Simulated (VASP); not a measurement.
# ZnS: single point with PBE

The system is ZnS.

```
Zn S
1.0
     3.84556    0.00000    0.00000
    -1.92278    3.33035    0.00000
     0.00000    0.00000    6.30372
Zn S
2 2
Direct
  0.27972 0.62742 0.00520
  0.72028 0.37258 0.50520
  0.37666 0.69838 0.37980
  0.62334 0.30162 0.87980
```

This cell differs from its parent crystal: atoms displaced along a vibrational mode.

```
Program             : VASP 6.6.1
Task                : single point
Functional          : PBE
Potentials or basis : VASP PAW PBE potentials, release 64 (Zn, S)
Cutoff              : 520 eV
k mesh              : 9 × 9 × 4
Occupations         : gaussian, width 0.05 eV
Spin                : no spin polarisation
```

The pressure is -0.1 GPa, the largest force is 0.256 eV/Å and the band gap on the k mesh is 1.98 eV.

Forces on the atoms (eV/Å):
```
Zn   0.186  0.162  0.071
Zn  -0.186 -0.162  0.071
S   -0.049 -0.065 -0.071
S    0.049  0.065 -0.071
```

Stress tensor (GPa, compression positive):
```
-0.17 -0.35  0.00
-0.35  0.31  0.00
 0.00  0.00 -0.43
```

Levels at points of the mesh, in eV from the valence-band top:
| k point | band 16 | band 17 | band 18 | band 19 | band 20 | band 21 |
| --- | --- | --- | --- | --- | --- | --- |
| (0.00, 0.00, 0.00) | -0.17 | -0.10 | 0.00 | 1.98 | 3.02 | 5.97 |
| (0.00, 0.00, 0.50) | -0.55 | -0.45 | -0.45 | 3.39 | 3.39 | 6.44 |

It took 4.3 min on 1 thread of Intel(R) Xeon(R) Platinum 8488C (Sapphire Rapids), on a shared host, peak memory 0.34 GiB.

Caveat: the cell differs from its parent crystal (atoms displaced along a vibrational mode).
